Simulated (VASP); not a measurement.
# Ag (Im-3m) in VASP: further runs, part 2 of 2

VASP 6.6.1. The steps go on from the part before.

## 4. Single point, HSE06

This run uses another cell than the first one, of 18.88 Å³/atom.

POSCAR

```
Ag
1.0
   -1.6774414196      1.6774414196      1.6774414196
    1.6774414196     -1.6774414196      1.6774414196
    1.6774414196      1.6774414196     -1.6774414196
Ag
1
Direct
    0.0000000000      0.0000000000      0.0000000000
```

INCAR.step1

```
SYSTEM = Ag
ALGO = Normal ; EDIFF = 1E-5
ENCUT = 520 ; GGA = PE
ISIF = 2 ; ISMEAR = -1
LASPH = .True. ; LREAL = .False.
LWAVE = .True. ; NBANDS = 12
NELM = 100 ; PREC = Accurate
SIGMA = 0.05
```

INCAR.step2

```
SYSTEM = Ag
ALGO = Normal ; EDIFF = 1E-7
ENCUT = 520 ; GGA = PE
HFSCREEN = 0.2079 ; ISIF = 2
ISMEAR = -1 ; ISTART = 1
LASPH = .True. ; LCHARG = .True.
LELF = .True. ; LHFCALC = .True.
LREAL = .False. ; LVHAR = .True.
LWAVE = .False. ; NBANDS = 12
NELM = 100 ; PREC = Accurate
PRECFOCK = Normal ; SIGMA = 0.05
```

KPOINTS

```
k-points
0
Gamma
  6 6 6
  0 0 0
```

Potentials or basis: VASP PAW PBE potentials, release 64 (Ag).

On the command line:

```console
cat potpaw_PBE.64/Ag/POTCAR > POTCAR
cp INCAR.step1 INCAR
mpirun -np 1 vasp_std > vasp.out
cp INCAR.step2 INCAR
mpirun -np 1 vasp_std > vasp.out
```

OUTCAR:

```text
SYSTEM = Ag
   EDIFF = 1E-7
   ENCUT = 520
   GGA = PE
   HFSCREEN = 0.2079
   ISIF = 2
   ISMEAR = -1
   ISTART = 1
   LASPH = .True.
   LHFCALC = .True.
   LREAL = .False.
   NELM = 100
   PREC = Accurate
   PRECFOCK = Normal

 ion  position               nearest neighbor table
   1  0.000  0.000  0.000-

  LATTYP: Found a body centered cubic cell.
 ALAT       =     3.3548828392

[... 418 lines left out ...]
      8      14.3328      0.00000
      9      19.7705      0.00000
     10      20.4283      0.00000
     11      20.4283      0.00000
     12      34.4858      0.00000

------------------------ aborting loop because EDIFF is reached ----------------------------------------

  FORCE on cell =-STRESS in cart. coord.  units (eV):
  Direction    XX          YY          ZZ          XY          YZ          ZX
  --------------------------------------------------------------------------------------
  -------------------------------------------------------------------------------------
  Total       -0.3405518     -0.3405518     -0.3405518     -0.0000000     -0.0000000     -0.0000000
  in kB      -28.8995872    -28.8995872    -28.8995872     -0.0000000     -0.0000000     -0.0000000
  external PRESSURE =     -28.8995872 kB  Pullay stress =       0.0000000 kB

 VOLUME and BASIS-vectors are now :
 -----------------------------------------------------------------------------
  energy-cutoff  :      520.00
  volume of cell :       18.88
      direct lattice vectors                 reciprocal lattice vectors
    -1.677441420  1.677441420  1.677441420     0.000000000  0.298073002  0.298073002
     1.677441420 -1.677441420  1.677441420     0.298073002  0.000000000  0.298073002
     1.677441420  1.677441420 -1.677441420     0.298073002  0.298073002  0.000000000

 POSITION                                       TOTAL-FORCE (eV/Angst)
 -----------------------------------------------------------------------------------
      0.00000      0.00000      0.00000         0.000000     -0.000000      0.000000
 -----------------------------------------------------------------------------------
    total drift:                               -0.000000      0.000001      0.000005

  FREE ENERGIE OF THE ION-ELECTRON SYSTEM (eV)
  ---------------------------------------------------
  free  energy   TOTEN  =        -2.7089841568 eV

  energy  without entropy=       -2.6928037499  energy(sigma->0) =       -2.70089395
```

OUTCAR.step1:

```text
SYSTEM = Ag
   EDIFF = 1E-5
   ENCUT = 520
   GGA = PE
   ISIF = 2
   ISMEAR = -1
   LASPH = .True.
[... 446 lines left out ...]
 -----------------------------------------------------------------------------------
      0.00000      0.00000      0.00000        -0.000000     -0.000000     -0.000000
 -----------------------------------------------------------------------------------
    total drift:                                0.000000      0.000000      0.000000

  FREE ENERGIE OF THE ION-ELECTRON SYSTEM (eV)
  ---------------------------------------------------
  free  energy   TOTEN  =        -2.5904772968 eV

  energy  without entropy=       -2.5738089456  energy(sigma->0) =       -2.58214312
```

OSZICAR.step1:

```text
N       E                     dE             d eps       ncg     rms          rms(c)
DAV:   1     0.516119690564E+02    0.51612E+02   -0.54311E+03   392   0.810E+02
DAV:   2    -0.200715224174E+01   -0.53619E+02   -0.50017E+02   420   0.192E+02
DAV:   3    -0.281615380334E+01   -0.80900E+00   -0.80865E+00   456   0.250E+01
DAV:   4    -0.281896780387E+01   -0.28140E-02   -0.28139E-02   444   0.149E+00
DAV:   5    -0.281899560251E+01   -0.27799E-04   -0.27799E-04   440   0.131E-01    0.409E+00
DAV:   6    -0.259690385340E+01    0.22209E+00   -0.95952E-01   408   0.852E+00    0.287E+00
DAV:   7    -0.259252176056E+01    0.43821E-02   -0.37877E-03   420   0.642E-01    0.166E+00
DAV:   8    -0.259046076107E+01    0.20610E-02   -0.69147E-04   420   0.219E-01    0.530E-02
DAV:   9    -0.259047244091E+01   -0.11680E-04   -0.83247E-06   356   0.229E-02    0.197E-02
DAV:  10    -0.259047729681E+01   -0.48559E-05   -0.31942E-06   264   0.180E-02
   1 F= -.25904773E+01 E0= -.25821431E+01  d E =-.166684E-01
```

It took 19 min on 1 thread of Intel Xeon 8259CL, shared host; peak memory 0.25 GiB.

Results:

| Property | Result |
| --- | --- |
| Free energy | -2.7090 eV |
| Pressure | -2.9 GPa |
| Band gap on the k mesh | zero (an odd number of electrons rules out a gap without spin polarisation) |

Caveat: the k points lie up to 0.44 Å⁻¹ apart, too coarse for converged energies and pressures of a metal; the PAW data sets were made with another functional, which shifts forces and pressure a little.

## 5. Single point, HSE06

This run uses another cell than the first one, of 19.24 Å³/atom.

POSCAR

```
Ag
1.0
   -1.6881260479      1.6881260479      1.6881260479
    1.6881260479     -1.6881260479      1.6881260479
    1.6881260479      1.6881260479     -1.6881260479
Ag
1
Direct
    0.0000000000      0.0000000000      0.0000000000
```

INCAR.step1

```
  PREC = Accurate
  ENCUT = 520
  EDIFF = 1E-5
  ISMEAR = -1
  SIGMA = 0.05
  LREAL = False
  LASPH = True
  NELM = 60
  ALGO = Normal
  ISIF = 2
  LWAVE = True
  LCHARG = False
  GGA = PE
  NBANDS = 12
```

INCAR.step2

```
  PREC = Accurate
  ENCUT = 520
  EDIFF = 1E-6
  ISMEAR = -1
  SIGMA = 0.05
  LREAL = False
  LASPH = True
  NELM = 60
  ALGO = Normal
  ISIF = 2
  LWAVE = False
  LCHARG = False
  GGA = PE
  LHFCALC = True
  HFSCREEN = 0.2079
  PRECFOCK = Normal
  ISTART = 1
  NBANDS = 12
```

KPOINTS

```
regular mesh
0
Gamma
  6 6 6
```

Potentials or basis: VASP PAW PBE potentials, release 64 (Ag).

On the command line:

```console
cat potpaw_PBE.64/Ag/POTCAR > POTCAR
cp INCAR.step1 INCAR
mpirun -np 1 vasp_std > vasp.out
cp INCAR.step2 INCAR
mpirun -np 1 vasp_std > vasp.out
```

OUTCAR:

```text
PREC = Accurate
   ENCUT = 520
   EDIFF = 1E-6
   ISMEAR = -1
   LREAL = False
   LASPH = True
   NELM = 60
   ISIF = 2
   GGA = PE
   LHFCALC = True
   HFSCREEN = 0.2079
   PRECFOCK = Normal
   ISTART = 1

 ion  position               nearest neighbor table
   1  0.000  0.000  0.000-

  LATTYP: Found a body centered cubic cell.
 ALAT       =     3.3762520958

  Lattice vectors:

 A1 = (  -1.6881260479,   1.6881260479,   1.6881260479)
 A2 = (   1.6881260479,  -1.6881260479,   1.6881260479)
 A3 = (   1.6881260479,   1.6881260479,  -1.6881260479)

Analysis of symmetry for initial positions (statically):
=====================================================================
 Subroutine PRICEL returns:
 Original cell was already a primitive cell.

 Routine SETGRP: Setting up the symmetry group for a
 body centered cubic supercell.

 Subroutine GETGRP returns: Found 48 space group operations
 (whereof 48 operations were pure point group operations)
 out of a pool of 48 trial point group operations.

The static configuration has the point symmetry O_h .

Analysis of symmetry for dynamics (positions and initial velocities):
=====================================================================
 Subroutine PRICEL returns:
 Original cell was already a primitive cell.

 Routine SETGRP: Setting up the symmetry group for a
 body centered cubic supercell.

 Subroutine GETGRP returns: Found 48 space group operations
 (whereof 48 operations were pure point group operations)
 out of a pool of 48 trial point group operations.

The dynamic configuration has the point symmetry O_h .

 Subroutine INISYM returns: Found 48 space group operations
 (whereof 48 operations are pure point group operations),
 and found     1 'primitive' translations

[... 112 lines left out ...]
   NKREDX  =     1    reduce k-point grid by
   NKREDY  =     1    reduce k-point grid by
   NKREDZ  =     1    reduce k-point grid by
   AEXX    =    0.2500 exact exchange contribution
   HFSCREEN=    0.2079 screening length (either q_TF or 0.3 A-1)
   HFSCREENC=   0.2079 screening length for correlation (either q_TF or 0.3 A-1)
   ENCUTFOCK=  -1.0 apply spherical cutoff to Coloumb kernel
   IVDW    =     0    specifies the selected vdW correction
   LEPSILON=     F    determine dielectric tensor
   LRPA    =     F    only Hartree local field effects (RPA)
 non-spin polarized calculation
  energy-cutoff  :      520.00
  volume of cell :       19.24
 maximum number of plane-waves:       531
 NGX is ok and might be reduce to    24
  NGX = 18; NGY = 18; NGZ = 18

 number of electron      10.9999998 magnetization

 Free energy of the ion-electron system (eV)
  ---------------------------------------------------
  ext. energy  EPLUGINS =         0.00000000
  ---------------------------------------------------
  free energy    TOTEN  =        -2.70144876 eV

  energy without entropy =       -2.68568169  energy(sigma->0) =       -2.69356522

 E-fermi :   6.8921     XC(G=0):  -9.4014

 val. band max:        6.3249183196   @ k =   0.1667   0.1667   0.1667
 cond. band min:       6.9060322564   @ k =   0.3333   0.1667   0.0000
 fundamental gap:      0.5811139367
 Fermi energy:         6.8921164710

 k-point     1 :       0.0000    0.0000    0.0000
  band No.  band energies     occupation
      1      -1.0053      2.00000
      2       0.9072      2.00000
      3       0.9072      2.00000
      4       0.9072      2.00000
      5       2.0377      2.00000
      6       2.0377      2.00000
      7      25.1719      0.00000
      8      25.1719      0.00000
      9      25.1719      0.00000
     10      30.2755      0.00000
     11      30.2755      0.00000
     12      30.2755      0.00000
[... 211 lines left out ...]
 k-point    16 :       0.5000    0.5000    0.5000
  band No.  band energies     occupation
      1      -0.3126      2.00000
      2      -0.3126      2.00000
      3       2.7757      2.00000
      4       2.7757      2.00000
      5       2.7757      2.00000
      6      14.0439      0.00000
      7      14.0439      0.00000
      8      14.0439      0.00000
      9      19.2781      0.00000
     10      20.0262      0.00000
     11      20.0262      0.00000
     12      34.0762      0.00000

------------------------ aborting loop because EDIFF is reached ----------------------------------------

  FORCE on cell =-STRESS in cart. coord.  units (eV):
  Direction    XX          YY          ZZ          XY          YZ          ZX
  --------------------------------------------------------------------------------------
  -------------------------------------------------------------------------------------
  Total       -0.4816236     -0.4816236     -0.4816236     -0.0000000      0.0000000     -0.0000000
  in kB      -40.0999377    -40.0999377    -40.0999377     -0.0000000      0.0000000     -0.0000000
  external PRESSURE =     -40.0999377 kB  Pullay stress =       0.0000000 kB

 VOLUME and BASIS-vectors are now :
 -----------------------------------------------------------------------------
  energy-cutoff  :      520.00
  volume of cell :       19.24
      direct lattice vectors                 reciprocal lattice vectors
    -1.688126048  1.688126048  1.688126048     0.000000000  0.296186414  0.296186414
     1.688126048 -1.688126048  1.688126048     0.296186414  0.000000000  0.296186414
     1.688126048  1.688126048 -1.688126048     0.296186414  0.296186414  0.000000000

 POSITION                                       TOTAL-FORCE (eV/Angst)
 -----------------------------------------------------------------------------------
      0.00000      0.00000      0.00000         0.000000      0.000000      0.000000
 -----------------------------------------------------------------------------------
    total drift:                                0.000001      0.000011      0.000027

  FREE ENERGIE OF THE ION-ELECTRON SYSTEM (eV)
  ---------------------------------------------------
  free  energy   TOTEN  =        -2.7014487632 eV

  energy  without entropy=       -2.6856816855  energy(sigma->0) =       -2.69356522
```

Run time: 12 min. Hardware: 1 thread of Intel Xeon 8259CL, shared host; peak memory 0.25 GiB.

Results:

* Free energy: -2.7014 eV
* Pressure: -4.0 GPa
* Band gap on the k mesh: zero (an odd number of electrons rules out a gap without spin polarisation)

Caveat: the k points lie up to 0.44 Å⁻¹ apart, too coarse for converged energies and pressures of a metal; the PAW data sets were made with another functional, which shifts forces and pressure a little.

## 6. Summary

```csv
cell,gap on the mesh (eV),pressure (GPa)
"a = 2.848 Å, angles 109.5°, 1 atom",none,0.8
"a = 2.887 Å, angles 109.5°, 1 atom",none,-1.7
"a = 2.905 Å, angles 109.5°, 1 atom",none,-2.9
"a = 2.924 Å, angles 109.5°, 1 atom",none,-4.0
```

Alike in all rows: task single point; level HSE06; potentials or basis VASP PAW PBE potentials, release 64 (Ag); no spin polarisation; k mesh 6 × 6 × 6; cutoff (eV) 520; smearing fermi-dirac 0.05 eV.

Caveats: all runs use coarse meshes; the PAW data sets were made with another functional, which shifts forces and pressure a little.

Absolute energies hang on the potentials; compare differences alone.

The gap in the log of VASP goes by the Fermi energy; the results here count the filled bands.